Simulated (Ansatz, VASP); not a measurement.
## SnSe in VASP and in Ansatz

```xyz
8
Lattice="11.2657 0.0000 0.0000 0.0000 4.1334 0.0000 0.0000 0.0000 4.3997" Properties=species:S:1:pos:R:3 pbc="T T T"
Sn    9.8800    3.1000    3.9993
Sn    7.0185    1.0333    1.7995
Sn    4.2472    3.1000    2.6002
Sn    1.3857    1.0333    0.4004
Se    7.2438    3.1000    4.3293
Se    9.6547    1.0333    2.1295
Se    1.6110    3.1000    2.2703
Se    4.0218    1.0333    0.0704
```

Change from the starting cell: volume scaled by 0.96.

Alike in both runs: task single point; functional PBEsol; k mesh 3 × 6 × 6; occupations fermi-dirac, width 0.05 eV; no spin polarisation.

```csv
,VASP,Ansatz
version,VASP 6.6.1,Ansatz 0.2.0
potentials or method,"VASP PAW PBE potentials, release 64 (Sn_d, Se), cutoff 520 eV","all-electron LAPW, scalar-relativistic"
```

|  | VASP | Ansatz | Ansatz less VASP |
| --- | --- | --- | --- |
| gap on the k mesh at the Fermi level (eV) | 0.48 | 0.48 | +0.005 |
| least direct gap on the mesh (eV) | 0.67 | 0.68 | +0.009 |
| pressure (GPa) | 1.8 | 1.8 | -0.07 |
| traceless stress, the component that is largest in VASP (GPa) | 2.12 | 2.08 | -0.035 |
| rms of the force components (eV/Å) | 0.257 | 0.247 | -0.0108 |

VASP's potentials were made for PBE, not for PBEsol. Atom by atom the forces differ by 0.012 eV/Å (rms over components). Ansatz ran all-electron here, and VASP with PAW potentials.
